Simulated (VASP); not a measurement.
# SiC (P1) in VASP: notebook

The runs below take SiC through single point, with r2SCAN.

Everything below comes from runs of VASP 6.6.1. Logs are shortened: lines on timing, memory, paths and dates and some standing lists are left out, and cuts for length are marked.

### 1 The cell of the first run

The typed cell holds 4 atoms: a = 3.075 Å, b = 3.075 Å, c = 5.048 Å, α = 90.00°, β = 90.00°, γ = 120.00°.

### 2 Single point, r2SCAN (atom 3 (C) moved by (-0.200, -0.100) A along [1 1 0] and z)

POSCAR

```
SiC
1.0
    3.0751950076      0.0000000000      0.0000000000
   -1.5375975038      2.6631969982      0.0000000000
    0.0000000000      0.0000000000      5.0481668526
Si C
2 2
Direct
    0.3333333333      0.6666666667      0.0046028828
    0.6666666667      0.3333333333      0.5046028828
    0.2607945142      0.6135645656      0.3605879463
    0.6666666667      0.3333333333      0.8803971172
```

INCAR.step1

```
SYSTEM = SiC
ALGO = Normal ; EDIFF = 1E-4
ENCUT = 520 ; GGA = PE
ISMEAR = 0 ; LASPH = .TRUE.
LCHARG = .FALSE. ; LREAL = .FALSE.
LWAVE = .TRUE. ; NBANDS = 16
NELM = 60 ; PREC = Accurate
SIGMA = 0.05
```

INCAR.step2

```
SYSTEM = SiC
ALGO = Normal ; EDIFF = 1E-6
ENCUT = 520 ; ISIF = 2
ISMEAR = 0 ; ISTART = 1
LASPH = .TRUE. ; LCHARG = .TRUE.
LELF = .TRUE. ; LMIXTAU = .TRUE.
LREAL = .FALSE. ; LVHAR = .TRUE.
LWAVE = .FALSE. ; METAGGA = R2SCAN
NBANDS = 16 ; NELM = 60
PREC = Accurate ; SIGMA = 0.05
```

KPOINTS

```
k-points
0
G
  12 12 6
  0 0 0
```

Potentials or basis: VASP PAW PBE potentials, release 64 (Si, C).

Run with:

```console
cat potpaw_PBE.64/Si/POTCAR potpaw_PBE.64/C/POTCAR > POTCAR
cp INCAR.step1 INCAR
mpirun -np 1 vasp_std > vasp.out
cp INCAR.step2 INCAR
mpirun -np 1 vasp_std > vasp.out
```

OUTCAR:

```text
SYSTEM = SiC
   EDIFF = 1E-6
   ENCUT = 520
   ISIF = 2
   ISMEAR = 0
   ISTART = 1
   LASPH = .TRUE.
   LREAL = .FALSE.
   METAGGA = R2SCAN
   NELM = 60
   PREC = Accurate

 ion  position               nearest neighbor table
   1  0.333  0.667  0.005-   3 1.81   4 1.88   4 1.88   4 1.88   2 3.09   2 3.09   2 3.09   2 3.09
                             2 3.09   2 3.09
   2  0.667  0.333  0.505-   3 1.74   4 1.90   3 1.98   3 2.05   1 3.09   1 3.09   1 3.09   1 3.09
                             1 3.09   1 3.09
   3  0.261  0.614  0.361-   2 1.74   1 1.81   2 1.98   2 2.05
   4  0.667  0.333  0.880-   1 1.88   1 1.88   1 1.88   2 1.90

  LATTYP: Found a hexagonal cell.
 ALAT       =     3.0751950076
 C/A-ratio  =     1.6415761733

  Lattice vectors:

 A1 = (   3.0751950076,   0.0000000000,   0.0000000000)
 A2 = (  -1.5375975038,   2.6631969982,   0.0000000000)
 A3 = (   0.0000000000,   0.0000000000,   5.0481668526)

Analysis of symmetry for initial positions (statically):
=====================================================================
 Subroutine PRICEL returns:
 Original cell was already a primitive cell.

 Routine SETGRP: Setting up the symmetry group for a
 hexagonal supercell.

 Subroutine GETGRP returns: Found  1 space group operations
 (whereof  1 operations were pure point group operations)
 out of a pool of 24 trial point group operations.

The static configuration has the point symmetry C_1 .

Analysis of symmetry for dynamics (positions and initial velocities):
=====================================================================
 Subroutine PRICEL returns:
 Original cell was already a primitive cell.

 Routine SETGRP: Setting up the symmetry group for a
 hexagonal supercell.

 Subroutine GETGRP returns: Found  1 space group operations
 (whereof  1 operations were pure point group operations)
 out of a pool of 24 trial point group operations.

The dynamic configuration has the point symmetry C_1 .

 Subroutine INISYM returns: Found  1 space group operations
 (whereof  1 operations are pure point group operations),
 and found     1 'primitive' translations

----------------------------------------------------------------------------------------

                                     Primitive cell

  volume of cell :      41.3437

  direct lattice vectors                    reciprocal lattice vectors
     3.075195008  0.000000000  0.000000000     0.325182630  0.187744279  0.000000000
    -1.537597504  2.663196998  0.000000000     0.000000000  0.375488558  0.000000000
     0.000000000  0.000000000  5.048166853     0.000000000  0.000000000  0.198091709

  length of vectors
     3.075195008  3.075195008  5.048166853     0.375488558  0.375488558  0.198091709

  position of ions in fractional coordinates (direct lattice)
     0.333333333  0.666666667  0.004602883
     0.666666667  0.333333333  0.504602883
     0.260794514  0.613564566  0.360587946
     0.666666667  0.333333333  0.880397117

  ion indices of the primitive-cell ions
   primitive index   ion index
                 1           1
                 2           2
                 3           3
                 4           4

----------------------------------------------------------------------------------------

 KPOINTS: k-points

Automatic generation of k-mesh.
 Grid dimensions read from file:
 generate k-points for:   12   12    6

 Generating k-lattice:

  Cartesian coordinates                     Fractional coordinates (reciprocal lattice)
     0.027098552  0.015645357  0.000000000     0.083333333 -0.000000000  0.000000000
     0.000000000  0.031290713  0.000000000     0.000000000  0.083333333  0.000000000
     0.000000000  0.000000000  0.033015285     0.000000000  0.000000000  0.166666667

  Length of vectors
     0.031290713  0.031290713  0.033015285

  Shift w.r.t. Gamma in fractional coordinates (k-lattice)
     0.000000000  0.000000000  0.000000000

 Subroutine IBZKPT returns following result:
 ===========================================

 Found    436 irreducible k-points:

 Following reciprocal coordinates:
            Coordinates               Weight
  0.000000  0.000000  0.000000      1.000000
  0.083333  0.000000  0.000000      2.000000
  0.000000  0.083333  0.000000      2.000000
 -0.083333  0.083333  0.000000      2.000000
  0.166667  0.000000  0.000000      2.000000
  0.000000  0.166667  0.000000      2.000000
[... 16 lines left out ...]
  0.166667  0.083333  0.000000      2.000000
 -0.083333  0.250000  0.000000      2.000000
 [... further k-points ...]
   k-points           NKPTS =    436   k-points in BZ     NKDIM =    436   number of bands    NBANDS=     16
   number of dos      NEDOS =    301   number of ions     NIONS =      4
   total plane-waves  NPLWV =  23040
   dimension x,y,z NGX =    24 NGY =   24 NGZ =   40
   dimension x,y,z NGXF=    48 NGYF=   48 NGZF=   80
   ions per type =               2   2
[... 63 lines left out ...]
 cond. band min:      10.5218127705   @ k =   0.3333   0.3333   0.0000
 fundamental gap:      1.9293987094
 Fermi energy:         8.8296127055

 k-point     1 :       0.0000    0.0000    0.0000
  band No.  band energies     occupation
      1      -8.2285      2.00000
      2      -4.5310      2.00000
      3      -1.0303      2.00000
      4       6.3754      2.00000
      5       7.1132      2.00000
      6       7.5932      2.00000
[... 8 lines left out ...]
     15      18.5975      0.00000
     16      19.2342      0.00000

 k-point     2 :       0.0833    0.0000    0.0000
  band No.  band energies     occupation
      1      -8.1029      2.00000
      2      -4.4277      2.00000
      3      -0.9147      2.00000
      4       5.7560      2.00000
      5       6.8568      2.00000
      6       7.3367      2.00000
[... 8 lines left out ...]
     15      18.1732      0.00000
     16      18.7982      0.00000

 k-point     3 :       0.0000    0.0833    0.0000
  band No.  band energies     occupation
      1      -8.1051      2.00000
      2      -4.4270      2.00000
      3      -0.9174      2.00000
      4       6.0453      2.00000
      5       6.5238      2.00000
      6       7.4562      2.00000
[... 8 lines left out ...]
     15      18.5462      0.00000
     16      18.8225      0.00000

 k-point     4 :      -0.0833    0.0833    0.0000
  band No.  band energies     occupation
      1      -8.1045      2.00000
      2      -4.4272      2.00000
      3      -0.9166      2.00000
      4       5.9274      2.00000
      5       6.6536      2.00000
      6       7.4541      2.00000
[... 8 lines left out ...]
     15      18.5037      0.00000
     16      18.9713      0.00000

 k-point     5 :       0.1667    0.0000    0.0000
  band No.  band energies     occupation
      1      -7.7291      2.00000
      2      -4.1296      2.00000
      3      -0.5771      2.00000
      4       4.3343      2.00000
      5       6.2593      2.00000
      6       6.3830      2.00000
[... 8 lines left out ...]
     15      18.2675      0.00000
     16      18.7726      0.00000

 k-point     6 :       0.0000    0.1667    0.0000
  band No.  band energies     occupation
      1      -7.7390      2.00000
      2      -4.1255      2.00000
      3      -0.5886      2.00000
      4       4.6573      2.00000
      5       5.8652      2.00000
      6       6.7708      2.00000
[... 8 lines left out ...]
     15      18.1485      0.00000
     16      18.9205      0.00000
[... 267 lines left out ...]
 k-point    21 :      -0.0833    0.1667    0.0000
  band No.  band energies     occupation
      1      -7.8612      2.00000
      2      -4.2238      2.00000
      3      -0.6972      2.00000
      4       5.3470      2.00000
      5       5.7240      2.00000
      6       7.0915      2.00000
[... 8 lines left out ...]
     15      18.2151      0.00000
     16      18.6740      0.00000

 k-point    22 :      -0.1667    0.0833    0.0000
  band No.  band energies     occupation
      1      -7.8545      2.00000
      2      -4.2262      2.00000
      3      -0.6892      2.00000
      4       4.8509      2.00000
      5       6.1802      2.00000
      6       6.9548      2.00000
[... 8 lines left out ...]
     15      18.2611      0.00000
     16      18.7574      0.00000

 k-point    23 :       0.1667    0.0833    0.0000
  band No.  band energies     occupation
      1      -7.3646      2.00000
      2      -3.8504      2.00000
      3      -0.2622      2.00000
      4       3.5097      2.00000
      5       5.1408      2.00000
      6       6.0409      2.00000
[... 8 lines left out ...]
     15      18.3020      0.00000
     16      19.2136      0.00000

 k-point    24 :      -0.0833    0.2500    0.0000
  band No.  band energies     occupation
      1      -7.3823      2.00000
      2      -3.8409      2.00000
      3      -0.2799      2.00000
      4       3.8430      2.00000
      5       4.9405      2.00000
      6       6.2709      2.00000
[... 8 lines left out ...]
     15      18.5901      0.00000
     16      19.5847      0.00000

 [... further k-points ...]
[... 5 lines left out ...]
  --------------------------------------------------------------------------------------
  -------------------------------------------------------------------------------------
  Total        1.4223020     -0.5758864      1.5203466      1.2677938     -0.8777549     -1.4145839
  in kB       55.1179118    -22.3171007     58.9173963     49.1303145    -34.0152922    -54.8188153
  external PRESSURE =      30.5727358 kB  Pullay stress =       0.0000000 kB

 VOLUME and BASIS-vectors are now :
 -----------------------------------------------------------------------------
  energy-cutoff  :      520.00
  volume of cell :       41.34
      direct lattice vectors                 reciprocal lattice vectors
     3.075195008  0.000000000  0.000000000     0.325182630  0.187744279  0.000000000
    -1.537597504  2.663196998  0.000000000     0.000000000  0.375488558  0.000000000
     0.000000000  0.000000000  5.048166853     0.000000000  0.000000000  0.198091709

 POSITION                                       TOTAL-FORCE (eV/Angst)
 -----------------------------------------------------------------------------------
     -0.00000      1.77546      0.02324        -0.270058     -0.261937     -1.029721
      1.53760      0.88773      2.54732        -2.950429     -2.041543     -0.210267
     -0.14142      1.63404      1.82031         3.245991      2.308701      1.906364
      1.53760      0.88773      4.44439        -0.025504     -0.005221     -0.666377
 -----------------------------------------------------------------------------------
    total drift:                               -0.000110     -0.000105     -0.000171

  FREE ENERGIE OF THE ION-ELECTRON SYSTEM (eV)
  ---------------------------------------------------
  free  energy   TOTEN  =       -38.1359332652 eV

  energy  without entropy=      -38.1359332652  energy(sigma->0) =      -38.13593327
```

Run time: 19 min. Hardware: 1 thread of Oxide Virtual Turin-like, shared host; peak memory 0.31 GiB.

What came out:

- Free energy: -38.1359 eV
- Pressure: 3.1 GPa
- Largest force: 4.416 eV/Å
- Band gap on the k mesh: 1.93 eV (least direct gap 4.14 eV)

Forces on the atoms (eV/Å):
```
Si  -0.270 -0.262 -1.030
Si  -2.950 -2.042 -0.210
C    3.246  2.309  1.906
C   -0.026 -0.005 -0.666
```

Stress tensor (GPa, compression positive):
```
 5.51  4.91 -5.48
 4.91 -2.23 -3.40
-5.48 -3.40  5.89
```

Levels at points of the mesh, in eV from the valence-band top:
```csv
k point,band 6,band 7,band 8,band 9,band 10,band 11
"(0.00, 0.00, 0.00)",-1.00,-0.35,0.00,4.90,6.19,6.75
"(0.50, 0.00, 0.00)",-4.50,-3.73,-1.30,2.84,4.76,6.89
"(0.00, 0.50, 0.00)",-3.99,-3.60,-1.71,2.77,3.43,6.55
"(0.50, 0.50, 0.00)",-4.00,-3.70,-1.59,2.78,3.78,6.51
"(0.00, 0.00, 0.50)",-1.26,-1.21,-0.26,5.85,6.07,6.75
"(0.50, 0.00, 0.50)",-3.03,-2.76,-2.36,3.05,3.08,5.08
"(0.00, 0.50, 0.50)",-3.18,-2.94,-2.66,3.20,3.35,5.25
"(0.50, 0.50, 0.50)",-3.15,-2.88,-2.37,3.08,3.24,5.22
```

Caveat: the cell differs from its parent crystal (atom 3 (C) moved by (-0.200, -0.100) A along [1 1 0] and z); the stress differs along the axes, from -2 to 6 GPa; the PAW data sets were made with another functional, which shifts forces and pressure a little. A k mesh can miss the band edges.

### 3 Single point, r2SCAN (atom 3 (C) moved by (-0.200, +0.000) A along [1 1 0] and z)

Changes to POSCAR since step 2:

```diff
@@ -10,3 +10,3 @@
     0.6666666667      0.3333333333      0.5046028828
-    0.2607945142      0.6135645656      0.3605879463
+    0.2607945142      0.6135645656      0.3803971172
     0.6666666667      0.3333333333      0.8803971172
```

INCAR.step1

```
  PREC = Accurate
  ENCUT = 520
  ISMEAR = 0
  SIGMA = 0.05
  LREAL = F
  LASPH = T
  NELM = 100
  NBANDS = 16
  GGA = PE
  ALGO = Normal
  EDIFF = 1E-4
  LWAVE = T
  LCHARG = F
```

INCAR.step2

```
  PREC = Accurate
  ENCUT = 520
  EDIFF = 1E-6
  ISMEAR = 0
  SIGMA = 0.05
  LREAL = F
  LASPH = T
  NELM = 100
  ALGO = Normal
  ISIF = 2
  LWAVE = F
  LCHARG = F
  METAGGA = R2SCAN
  LMIXTAU = T
  NBANDS = 16
  ISTART = 1
```

KPOINTS

```
regular mesh
0
Gamma
  12 12 6
```

Potentials or basis: VASP PAW PBE potentials, release 64 (Si, C).

Run with:

```console
cat potpaw_PBE.64/Si/POTCAR potpaw_PBE.64/C/POTCAR > POTCAR
cp INCAR.step1 INCAR
mpirun -np 1 vasp_std > vasp.out
cp INCAR.step2 INCAR
mpirun -np 1 vasp_std > vasp.out
```

It took 23 min on 1 thread of Oxide Virtual Turin-like, shared host; peak memory 0.32 GiB.

Results (log left out):

* Free energy: -38.1762 eV
* Pressure: 2.9 GPa
* Largest force: 5.146 eV/Å
* Band gap on the k mesh: 2.31 eV (least direct gap 4.29 eV)

Forces on the atoms (eV/Å):
```
Si  -0.357 -0.345  0.108
Si  -3.723 -2.572  0.861
C    4.118  2.934 -0.956
C   -0.038 -0.017 -0.013
```

Stress tensor (GPa, compression positive):
```
 9.48  6.81 -5.70
 6.81 -1.66 -3.30
-5.70 -3.30  0.92
```

Levels at points of the mesh, in eV from the valence-band top:
| k point | band 5 | band 6 | band 7 | band 8 | band 9 | band 10 | band 11 | band 12 |
| --- | --- | --- | --- | --- | --- | --- | --- | --- |
| (0.00, 0.00, 0.00) | -1.34 | -0.67 | -0.24 | 0.00 | 5.01 | 6.40 | 6.89 | 6.92 |
| (0.50, 0.00, 0.00) | -5.62 | -4.17 | -3.62 | -1.33 | 2.96 | 5.07 | 7.33 | 7.54 |
| (0.00, 0.50, 0.00) | -6.09 | -3.92 | -3.26 | -1.75 | 2.85 | 3.76 | 6.76 | 7.34 |
| (0.50, 0.50, 0.00) | -6.01 | -3.82 | -3.45 | -1.63 | 2.87 | 4.09 | 6.77 | 7.30 |
| (0.00, 0.00, 0.50) | -1.75 | -1.08 | -1.06 | -0.31 | 5.95 | 6.19 | 6.82 | 7.43 |
| (0.50, 0.00, 0.50) | -2.90 | -2.72 | -2.59 | -2.38 | 3.26 | 3.28 | 5.23 | 5.71 |
| (0.00, 0.50, 0.50) | -3.42 | -2.96 | -2.79 | -2.57 | 3.43 | 3.50 | 5.24 | 5.57 |
| (0.50, 0.50, 0.50) | -3.34 | -2.96 | -2.70 | -2.32 | 3.28 | 3.44 | 5.26 | 5.49 |

Caveat: the cell differs from its parent crystal (atom 3 (C) moved by (-0.200, +0.000) A along [1 1 0] and z); the stress differs along the axes, from -2 to 9 GPa; the PAW data sets were made with another functional, which shifts forces and pressure a little.

### 4 Single point, r2SCAN (atom 3 (C) moved by (-0.200, +0.200) A along [1 1 0] and z)

Changes to POSCAR since step 3:

```diff
@@ -10,3 +10,3 @@
     0.6666666667      0.3333333333      0.5046028828
-    0.2607945142      0.6135645656      0.3803971172
+    0.2607945142      0.6135645656      0.4200154590
     0.6666666667      0.3333333333      0.8803971172
```

INCAR.step1

```
PREC = Accurate
ENCUT = 520
ISMEAR = 0
SIGMA = 0.05
LREAL = False
LASPH = True
NELM = 100
NBANDS = 16
GGA = PE
ALGO = Normal
EDIFF = 1E-4
LWAVE = True
LCHARG = False
```

INCAR.step2

```
PREC = Accurate
ENCUT = 520
EDIFF = 1E-6
ISMEAR = 0
SIGMA = 0.05
LREAL = False
LASPH = True
NELM = 100
ALGO = Normal
ISIF = 2
LWAVE = False
LCHARG = False
METAGGA = R2SCAN
LMIXTAU = True
NBANDS = 16
ISTART = 1
```

KPOINTS

```
Automatic mesh
0
Gamma
  12 12 6
```

Run with:

```console
cat potpaw_PBE.64/Si/POTCAR potpaw_PBE.64/C/POTCAR > POTCAR
cp INCAR.step1 INCAR
mpirun -np 1 vasp_std > vasp.out
cp INCAR.step2 INCAR
mpirun -np 1 vasp_std > vasp.out
```

Wall time 29 min (1 thread of Oxide Virtual Turin-like, shared host); peak memory 0.31 GiB.

The run converged. Its results:

| Item | Value |
| --- | --- |
| Free energy | -37.5870 eV |
| Pressure | 6.7 GPa |
| Largest force | 8.369 eV/Å |
| Band gap on the k mesh | 2.47 eV (least direct gap 4.48 eV) |

Forces in eV/Å, atoms in the order of the input:
```
Si  -0.374 -0.359  0.725
Si  -5.309 -3.646  2.467
C    5.755  4.052 -4.528
C   -0.072 -0.047  1.337
```

Stress tensor (GPa, compression positive):
```
19.73 11.16 -5.55
11.16  0.93 -2.98
-5.55 -2.98 -0.71
```

Levels at points of the mesh, in eV from the valence-band top:
```tsv
k point	band 4	band 5	band 6	band 7	band 8	band 9	band 10	band 11	band 12	band 13
(0.00, 0.00, 0.00)	-2.86	-1.58	-0.78	-0.54	0.00	4.87	5.73	6.61	6.79	7.62
(0.50, 0.00, 0.00)	-7.64	-5.48	-4.00	-3.90	-1.74	2.74	4.98	7.25	7.58	8.34
(0.00, 0.50, 0.00)	-6.85	-5.99	-4.35	-3.06	-2.14	2.49	3.87	6.37	7.51	9.43
(0.50, 0.50, 0.00)	-7.06	-5.89	-4.13	-3.28	-2.05	2.56	4.13	6.38	7.47	9.35
(0.00, 0.00, 0.50)	-4.64	-2.53	-1.23	-1.14	-0.88	5.53	6.10	6.47	7.24	7.44
(0.50, 0.00, 0.50)	-8.97	-3.24	-2.80	-2.73	-2.14	3.00	3.13	4.65	5.18	10.30
(0.00, 0.50, 0.50)	-8.73	-3.95	-3.04	-2.90	-2.37	3.18	3.36	4.65	5.39	10.13
(0.50, 0.50, 0.50)	-8.87	-3.71	-3.02	-2.80	-2.23	3.15	3.20	4.58	5.25	10.15
```

Caveat: the cell differs from its parent crystal (atom 3 (C) moved by (-0.200, +0.200) A along [1 1 0] and z); the stress differs along the axes, from -1 to 20 GPa; the PAW data sets were made with another functional, which shifts forces and pressure a little.

### 5 The runs side by side

| cell | gap on the mesh (eV) | pressure (GPa) | largest force (eV/Å) |
| --- | --- | --- | --- |
| as given, atomic positions A | 1.93 | 3.1 | 4.42 |
| as given, atomic positions B | 2.31 | 2.9 | 5.15 |
| as given, atomic positions C | 2.47 | 6.7 | 8.37 |

Alike in all rows: task single point; level r2SCAN; potentials or basis VASP PAW PBE potentials, release 64 (Si, C); no spin polarisation; k mesh 12 × 12 × 6; cutoff (eV) 520; smearing gaussian 0.05 eV.

Caveats: the PAW data sets were made with another functional, which shifts forces and pressure a little; the stress differs along the axes, from -2 to 6 GPa (at least some runs); the stress differs along the axes, from -2 to 9 GPa (at least some runs); the stress differs along the axes, from -1 to 20 GPa (at least some runs).

Absolute energies hang on the potentials; compare differences alone.
